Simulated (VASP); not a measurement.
# Al (I4/mmm) in VASP: further runs, part 2 of 2

VASP 6.6.1.

## Step 3: Single point, r2SCAN

This run uses another cell than the first one, of the same volume but with other edges.

POSCAR

```
Al
1.0
    0.0000000000      2.1366492832      1.8161518907
    2.1366492832      0.0000000000      1.8161518907
    2.1366492832      2.1366492832      0.0000000000
Al
1
Direct
    0.0000000000      0.0000000000      0.0000000000
```

INCAR.step1

```
  PREC = Accurate
  ENCUT = 520
  ISMEAR = 0
  SIGMA = 0.15
  LREAL = False
  LASPH = True
  NELM = 100
  NBANDS = 8
  GGA = PE
  ALGO = Normal
  EDIFF = 1E-4
  LWAVE = True
  LCHARG = False
```

INCAR.step2

```
  PREC = Accurate
  ENCUT = 520
  EDIFF = 1E-7
  ISMEAR = 0
  SIGMA = 0.15
  LREAL = False
  LASPH = True
  NELM = 100
  ALGO = Normal
  ISIF = 2
  LWAVE = False
  LCHARG = False
  METAGGA = R2SCAN
  LMIXTAU = True
  NBANDS = 8
  ISTART = 1
```

KPOINTS

```
regular mesh
0
Gamma
  22 22 22
```

Potentials or basis: VASP PAW PBE potentials, release 64 (Al).

On the command line:

```sh
$ cat potpaw_PBE.64/Al/POTCAR > POTCAR
$ cp INCAR.step1 INCAR
$ mpirun -np 1 vasp_std > vasp.out
$ cp INCAR.step2 INCAR
$ mpirun -np 1 vasp_std > vasp.out
```

OUTCAR:

```text
PREC = Accurate
   ENCUT = 520
   EDIFF = 1E-7
   ISMEAR = 0
   LREAL = False
   LASPH = True
   NELM = 100
   ISIF = 2
   METAGGA = R2SCAN
   ISTART = 1

 ion  position               nearest neighbor table
   1  0.000  0.000  0.000-

  LATTYP: Found a body centered tetragonal cell.
 ALAT       =     3.0216783943
 C/A-ratio  =     1.2020815280

  Lattice vectors:

 A1 = (   0.0000000000,  -2.1366492832,  -1.8161518907)
 A2 = (   0.0000000000,   2.1366492832,  -1.8161518907)
 A3 = (   2.1366492832,   0.0000000000,   1.8161518907)

Analysis of symmetry for initial positions (statically):
=====================================================================
 Subroutine PRICEL returns:
 Original cell was already a primitive cell.

 Routine SETGRP: Setting up the symmetry group for a
 body centered tetragonal supercell.

 Subroutine GETGRP returns: Found 16 space group operations
 (whereof 16 operations were pure point group operations)
 out of a pool of 16 trial point group operations.

The static configuration has the point symmetry D_4h.

Analysis of symmetry for dynamics (positions and initial velocities):
=====================================================================
 Subroutine PRICEL returns:
 Original cell was already a primitive cell.

 Routine SETGRP: Setting up the symmetry group for a
 body centered tetragonal supercell.

 Subroutine GETGRP returns: Found 16 space group operations
 (whereof 16 operations were pure point group operations)
 out of a pool of 16 trial point group operations.

The dynamic configuration has the point symmetry D_4h.

 Subroutine INISYM returns: Found 16 space group operations
 (whereof 16 operations are pure point group operations),
 and found     1 'primitive' translations

----------------------------------------------------------------------------------------

                                     Primitive cell

  volume of cell :      16.5824

  direct lattice vectors                    reciprocal lattice vectors
     0.000000000  2.136649283  1.816151891    -0.234011264  0.234011264  0.275307370
     2.136649283  0.000000000  1.816151891     0.234011264 -0.234011264  0.275307370
     2.136649283  2.136649283  0.000000000     0.234011264  0.234011264 -0.275307370

  length of vectors
     2.804225000  2.804225000  3.021678394     0.430484252  0.430484252  0.430484252

  position of ions in fractional coordinates (direct lattice)
     0.000000000  0.000000000  0.000000000

  ion indices of the primitive-cell ions
   primitive index   ion index
                 1           1

----------------------------------------------------------------------------------------

 KPOINTS: regular mesh

Automatic generation of k-mesh.
 Grid dimensions read from file:
 generate k-points for:   22   22   22

 Generating k-lattice:

  Cartesian coordinates                     Fractional coordinates (reciprocal lattice)
    -0.010636876  0.010636876  0.012513971     0.045454545  0.000000000  0.000000000
     0.010636876 -0.010636876  0.012513971     0.000000000  0.045454545  0.000000000
     0.010636876  0.010636876 -0.012513971    -0.000000000 -0.000000000  0.045454545

  Length of vectors
     0.019567466  0.019567466  0.019567466

  Shift w.r.t. Gamma in fractional coordinates (k-lattice)
     0.000000000  0.000000000  0.000000000

 Subroutine IBZKPT returns following result:
 ===========================================

 Found    834 irreducible k-points:

 Following reciprocal coordinates:
            Coordinates               Weight
  0.000000  0.000000  0.000000      1.000000
  0.045455  0.000000  0.000000      8.000000
  0.090909  0.000000  0.000000      8.000000
  0.136364  0.000000  0.000000      8.000000
  0.181818  0.000000  0.000000      8.000000
  0.227273 -0.000000  0.000000      8.000000
[... 16 lines left out ...]
  0.500000  0.045455  0.000000      8.000000
 -0.454545  0.045455  0.000000      8.000000
 [... further k-points ...]
   k-points           NKPTS =    834   k-points in BZ     NKDIM =    834   number of bands    NBANDS=      8
   number of dos      NEDOS =    301   number of ions     NIONS =      1
   total plane-waves  NPLWV =  13824
   dimension x,y,z NGX =    24 NGY =   24 NGZ =   24
   dimension x,y,z NGXF=    48 NGYF=   48 NGZF=   48
   ions per type =               1
   NGX,Y,Z   is equivalent  to a cutoff of  14.23, 14.23, 13.20 a.u.
   NGXF,Y,Z  is equivalent  to a cutoff of  28.46, 28.46, 26.41 a.u.
 SYSTEM =  unknown system
   PREC   = accura    normal or accurate (medium, high low for compatibility)
   ISTART =      1    job   : 0-new  1-cont  2-samecut
   ICHARG =      0    charge: 1-file 2-atom 10-const
   ISPIN  =      1    spin polarized calculation?
   LNONCOLLINEAR =      F non collinear calculations
   LSORBIT =      F    spin-orbit coupling
   LASPH  =      T    aspherical Exc in radial PAW
   ENCUT  =  520.0 eV  38.22 Ry    6.18 a.u.   5.21  5.21  5.62*2*pi/ulx,y,z
   NELM   =    100;   NELMIN=  2; NELMDL=  0     # of ELM steps
   EDIFF  = 0.1E-06   stopping-criterion for ELM
   LREAL  =      F    real-space projection
   EDIFFG = 0.1E-05   stopping-criterion for IOM
   NSW    =      0    number of steps for IOM
   IBRION =     -1    ionic relax: 0-MD 1-quasi-New 2-CG
   NFREE  =      0    steps in history (QN), initial steepest desc. (CG)
   ISIF   =      2    stress and relaxation
   ISYM   =      2    0-nonsym 1-usesym 2-fastsym
   POTIM  = 0.5000    time-step for ionic-motion
   TEBEG  =    0.0;   TEEND  =   0.0 temperature during run
   PSTRESS=    0.0 pullay stress
   NELECT =       3.0000    total number of electrons
   NUPDOWN=      -1.0000    fix difference up-down
   EMIN   =  10.00;   EMAX   =-10.00  energy-range for DOS
   EFERMI =   0.00;   METHOD = LEGACY
   ISMEAR =     0;   SIGMA  =   0.15  broadening in eV -4-tet -1-fermi 0-gaus
   EFERMI_NEDOS =   21; number of points for ismear=-14 and -15
   IALGO  =     38    algorithm
   IMIX   =      4    mixing-type and parameters
     AMIX     =   0.40;   BMIX     =  1.00
     AMIX_MAG =   1.60;   BMIX_MAG =  1.00
  volume/ion in A,a.u.               =      16.58       111.90
  Fermi-wavevector in a.u.,A,eV,Ry     =   0.925903  1.749704 11.664236  0.857297
  Thomas-Fermi vector in A             =   2.051808
   LORBIT       =      0    0 simple, 1 ext, 2 COOP (PROOUT), +10 PAW based schemes
   METAGGA = R2SCAN    functional components
   LHFCALC =     F    Hartree Fock is set to
   AEXX    =    0.0000 exact exchange contribution
   IVDW    =     0    specifies the selected vdW correction
   LEPSILON=     F    determine dielectric tensor
   LRPA    =     F    only Hartree local field effects (RPA)
 non-spin polarized calculation
 Gauss-broadening in eV      SIGMA  =   0.15
  energy-cutoff  :      520.00
  volume of cell :       16.58
 maximum number of plane-waves:       467
 NGX is ok and might be reduce to    24

 number of electron       3.0000000 magnetization

 Free energy of the ion-electron system (eV)
  ---------------------------------------------------
  ext. energy  EPLUGINS =         0.00000000
  ---------------------------------------------------
  free energy    TOTEN  =        -6.68009376 eV

  energy without entropy =       -6.67552378  energy(sigma->0) =       -6.67780877

 E-fermi :   7.9373     XC(G=0): -10.8971

 val. band max:        7.9340612951   @ k =  -0.3636   0.0455   0.4091
 cond. band min:       7.9456744819   @ k =  -0.3182   0.4545   0.2273
 fundamental gap:      0.0116131868
 Fermi energy:         7.9373330217

 k-point     1 :       0.0000    0.0000    0.0000
  band No.  band energies     occupation
      1      -3.8440      2.00000
      2      21.0756      0.00000
      3      21.0756      0.00000
      4      22.7747      0.00000
      5      23.0000      0.00000
      6      23.5106      0.00000
      7      23.5106      0.00000
      8      25.2650      0.00000
[... 243 lines left out ...]
 k-point    24 :      -0.4545    0.0455    0.0000
  band No.  band energies     occupation
      1       2.3213      2.00000
      2       4.4586      2.00000
      3      17.4256      0.00000
      4      19.3188      0.00000
      5      19.7255      0.00000
      6      20.8463      0.00000
      7      24.3513      0.00000
      8      29.0991      0.00000

 [... further k-points ...]

------------------------ aborting loop because EDIFF is reached ----------------------------------------

  FORCE on cell =-STRESS in cart. coord.  units (eV):
  Direction    XX          YY          ZZ          XY          YZ          ZX
  --------------------------------------------------------------------------------------
  -------------------------------------------------------------------------------------
  Total       -0.5482074     -0.5482074      0.2773214      0.0000000     -0.0000000     -0.0000000
  in kB      -52.9671760    -52.9671760     26.7944772      0.0000000     -0.0000000     -0.0000000
  external PRESSURE =     -26.3799583 kB  Pullay stress =       0.0000000 kB

 VOLUME and BASIS-vectors are now :
 -----------------------------------------------------------------------------
  energy-cutoff  :      520.00
  volume of cell :       16.58
      direct lattice vectors                 reciprocal lattice vectors
     0.000000000  2.136649283  1.816151891    -0.234011264  0.234011264  0.275307370
     2.136649283  0.000000000  1.816151891     0.234011264 -0.234011264  0.275307370
     2.136649283  2.136649283  0.000000000     0.234011264  0.234011264 -0.275307370

 POSITION                                       TOTAL-FORCE (eV/Angst)
 -----------------------------------------------------------------------------------
      0.00000      0.00000      0.00000         0.000000      0.000000     -0.000000
 -----------------------------------------------------------------------------------
    total drift:                               -0.000000      0.000000      0.000000

  FREE ENERGIE OF THE ION-ELECTRON SYSTEM (eV)
  ---------------------------------------------------
  free  energy   TOTEN  =        -6.6800937647 eV

  energy  without entropy=       -6.6755237834  energy(sigma->0) =       -6.67780877
```

OSZICAR.step1:

```text
N       E                     dE             d eps       ncg     rms          rms(c)
DAV:   1    -0.231792700300E+01   -0.23179E+01   -0.85823E+02 13384   0.204E+02
DAV:   2    -0.371943877564E+01   -0.14015E+01   -0.13506E+01 18712   0.187E+01
DAV:   3    -0.372626316334E+01   -0.68244E-02   -0.68217E-02 17024   0.144E+00
DAV:   4    -0.372628090699E+01   -0.17744E-04   -0.17743E-04 20344   0.645E-02
DAV:   5    -0.372628094486E+01   -0.37874E-07   -0.37523E-07 17328   0.177E-03    0.127E+00
DAV:   6    -0.371308550238E+01    0.13195E-01   -0.18265E-03 16336   0.196E-01    0.733E-01
DAV:   7    -0.370369053014E+01    0.93950E-02   -0.54087E-03 16320   0.317E-01    0.142E-01
DAV:   8    -0.370368559827E+01    0.49319E-05   -0.16950E-05 17848   0.293E-02
   1 F= -.37036856E+01 E0= -.37012722E+01  d E =-.482688E-02
```

It took 2.9 min on 1 thread of Intel Xeon Platinum 8559C (Emerald Rapids), shared host; peak memory 0.21 GiB.

What came out:

```yaml
Free_energy: -6.6801 eV
Pressure: -2.6 GPa
Band_gap_on_the_k_mesh: zero (an odd number of electrons rules out a gap without spin polarisation)
```

Stress tensor (GPa, compression positive):
```
-5.30  0.00  0.00
 0.00 -5.30  0.00
 0.00  0.00  2.68
```

Levels at points of the mesh, in eV from the Fermi level:
```
           k point  band 1  band 2  band 3  band 4  band 5
(0.00, 0.00, 0.00)  -11.78   13.14   13.14   14.84   15.06
(0.50, 0.00, 0.00)   -4.89   -4.38   10.31   10.39   12.26
(0.50, 0.50, 0.00)   -1.11    0.74    4.01    4.01    4.23
(0.50, 0.00, 0.50)   -3.91   -2.75    6.54    6.87    7.87
```

Caveat: the stress differs along the axes, from -5 to 3 GPa; the PAW data sets were made with another functional, which shifts forces and pressure a little.

## Step 4: Single point, r2SCAN

This run uses another cell than the first one, of the same volume but with other edges.

POSCAR

```
Al
1.0
    0.0000000000      1.9046381017      2.2855657221
    1.9046381017      0.0000000000      2.2855657221
    1.9046381017      1.9046381017      0.0000000000
Al
1
Direct
    0.0000000000      0.0000000000      0.0000000000
```

INCAR.step1

```
  PREC = Accurate
  ENCUT = 520
  ISMEAR = 0
  SIGMA = 0.15
  LREAL = F
  LASPH = T
  NELM = 80
  NBANDS = 8
  GGA = PE
  ALGO = Normal
  EDIFF = 1E-4
  LWAVE = T
  LCHARG = F
```

INCAR.step2

```
  PREC = Accurate
  ENCUT = 520
  EDIFF = 1E-6
  ISMEAR = 0
  SIGMA = 0.15
  LREAL = F
  LASPH = T
  NELM = 80
  ALGO = Normal
  ISIF = 2
  LWAVE = F
  LCHARG = F
  METAGGA = R2SCAN
  LMIXTAU = T
  NBANDS = 8
  ISTART = 1
```

KPOINTS is that of step 3.

On the command line:

```sh
$ cat potpaw_PBE.64/Al/POTCAR > POTCAR
$ cp INCAR.step1 INCAR
$ mpirun -np 1 vasp_std > vasp.out
$ cp INCAR.step2 INCAR
$ mpirun -np 1 vasp_std > vasp.out
```

Wall time 1.8 min (1 thread of Intel Xeon Platinum 8559C (Emerald Rapids), shared host); peak memory 0.21 GiB.

The run converged. Its results:

```
Free energy            : -6.6486 eV
Pressure               : -0.9 GPa
Band gap on the k mesh : zero (an odd number of electrons rules out a gap without spin polarisation)
```

Stress tensor (GPa, compression positive):
```
  3.90   0.00   0.00
  0.00   3.90   0.00
  0.00   0.00 -10.43
```

Levels at points of the mesh, in eV from the Fermi level:
| k point | band 1 | band 2 | band 3 | band 4 | band 5 |
| --- | --- | --- | --- | --- | --- |
| (0.00, 0.00, 0.00) | -11.75 | 12.27 | 14.55 | 14.55 | 15.08 |
| (0.50, 0.00, 0.00) | -4.86 | -4.34 | 9.06 | 9.48 | 14.46 |
| (0.50, 0.50, 0.00) | -4.64 | -4.07 | 7.10 | 8.57 | 8.57 |
| (0.50, 0.00, 0.50) | -2.07 | -0.27 | 4.47 | 5.20 | 5.91 |

Caveat: the stress differs along the axes, from -10 to 4 GPa; the PAW data sets were made with another functional, which shifts forces and pressure a little.

## Step 5: Single point, r2SCAN

This run uses another cell than the first one, of the same volume but with other edges.

POSCAR

```
Al
1.0
    0.0000000000      2.1987440765      1.7150203797
    2.1987440765      0.0000000000      1.7150203797
    2.1987440765      2.1987440765      0.0000000000
Al
1
Direct
    0.0000000000      0.0000000000      0.0000000000
```

INCAR.step1

```
  PREC = Accurate
  ENCUT = 520
  ISMEAR = 0
  SIGMA = 0.15
  LREAL = False
  LASPH = True
  NELM = 100
  NBANDS = 8
  GGA = PE
  ALGO = Normal
  EDIFF = 1E-4
  LWAVE = True
  LCHARG = False
```

INCAR.step2

```
  PREC = Accurate
  ENCUT = 520
  EDIFF = 1E-6
  ISMEAR = 0
  SIGMA = 0.15
  LREAL = False
  LASPH = True
  NELM = 100
  ALGO = Normal
  ISIF = 2
  LWAVE = False
  LCHARG = False
  METAGGA = R2SCAN
  LMIXTAU = True
  NBANDS = 8
  ISTART = 1
```

KPOINTS is that of step 4.

On the command line:

```sh
$ cat potpaw_PBE.64/Al/POTCAR > POTCAR
$ cp INCAR.step1 INCAR
$ mpirun -np 1 vasp_std > vasp.out
$ cp INCAR.step2 INCAR
$ mpirun -np 1 vasp_std > vasp.out
```

Wall time 2 min (1 thread of Intel Xeon Platinum 8559C (Emerald Rapids), shared host); peak memory 0.21 GiB.

It converged, with:

* Free energy: -6.6385 eV
* Pressure: -2.2 GPa
* Band gap on the k mesh: zero (an odd number of electrons rules out a gap without spin polarisation)

Stress tensor (GPa, compression positive):
```
-3.83  0.00  0.00
 0.00 -3.83  0.00
 0.00  0.00  0.93
```

Levels at points of the mesh, in eV from the Fermi level:
```
           k point  band 1  band 2  band 3  band 4
(0.00, 0.00, 0.00)  -11.81   13.38   13.38   15.28
(0.50, 0.00, 0.00)   -4.83   -4.25    9.48    9.55
(0.50, 0.50, 0.00)    0.21    1.94    3.02    3.02
(0.50, 0.00, 0.50)   -4.30   -3.35    7.39    7.62
```

Caveat: the PAW data sets were made with another functional, which shifts forces and pressure a little.

## Step 6: The runs side by side

```tsv
cell	gap on the mesh (eV)	pressure (GPa)
a = 3.123, b = 3.123, c = 2.550 Å, angles 65.9, 65.9, 48.2°, 1 atom	none	6.3
a = 2.804, b = 2.804, c = 3.022 Å, angles 57.4, 57.4, 65.2°, 1 atom	none	-2.6
a = 2.975, b = 2.975, c = 2.694 Å, angles 63.1, 63.1, 53.8°, 1 atom	none	-0.9
a = 2.789, b = 2.789, c = 3.109 Å, angles 56.1, 56.1, 67.8°, 1 atom	none	-2.2
```

Alike in all rows: task single point; level r2SCAN; potentials or basis VASP PAW PBE potentials, release 64 (Al); no spin polarisation; k mesh 22 × 22 × 22; cutoff (eV) 520; smearing gaussian 0.15 eV.

Caveats: the PAW data sets were made with another functional, which shifts forces and pressure a little; the stress differs along the axes, from -15 to 17 GPa (at least some runs); the stress differs along the axes, from -5 to 3 GPa (at least some runs); the stress differs along the axes, from -10 to 4 GPa (at least some runs).

Absolute energies hang on the potentials; compare differences alone.
